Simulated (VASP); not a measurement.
Sn4SeS3, 8 atoms in the cell. Symmetry: Cm, No. 8, monoclinic system. The conventional cell has a = 24.037 Å, b = 4.120 Å, c = 4.339 Å, α = 90.00°, β = 99.65°, γ = 90.00°. Sn (site symmetry m) has 1 S at 2.62 Å and 4 Se at 2.89 to 3.11 Å within 3.5 Å. Sn (site symmetry m) has 4 S at 2.73 to 3.32 Å and 1 Se at 2.76 Å and 2 Sn at 3.61 to 3.67 Å within 3.7 Å. Sn (site symmetry m) has 5 S at 2.61 to 3.32 Å within 3.4 Å. Sn (site symmetry m) has 5 S at 2.62 to 3.31 Å within 3.5 Å. Se (site symmetry m) has 6 Sn at 2.76 to 3.71 Å and 4 S at 3.83 to 3.85 Å within 3.9 Å. S (site symmetry m) has 5 Sn at 2.62 to 3.32 Å within 3.5 Å. S (site symmetry m) has 5 Sn at 2.62 to 3.32 Å within 3.5 Å. Within 3.4 Å of S (site symmetry m) lie 5 Sn at 2.61 to 3.31 Å. 

* Program: VASP 6.6.1
* Task: single point
* Functional: PBE
* Potentials or basis: VASP PAW PBE potentials, release 64 (Sn_d, Se, S)
* Cutoff: 520 eV
* k mesh: 8 × 8 × 6
* Occupations: gaussian, width 0.02 eV
* Spin: no spin polarisation
* Dipole correction: no
* Further INCAR settings: ALGO = Normal; EDIFF = 1e-06; NBANDS = 50

Potentials or basis: VASP PAW PBE potentials, release 64 (Sn_d, Se, S).

The run is started by

```sh
$ cat potpaw_PBE.64/Sn_d/POTCAR potpaw_PBE.64/Se/POTCAR potpaw_PBE.64/S/POTCAR > POTCAR
$ mpirun -np 4 vasp_std > vasp.out
```

Hardware: 4 MPI ranks on Oxide Virtual Turin-like Processor, with other jobs on the host.

Q: How long does it take, and how much memory?

A: Wall time 25 min on 4 MPI ranks on Oxide Virtual Turin-like Processor, on a shared host, peak memory 1.3 GiB a rank. Counts: scf iterations 14, k points 114.
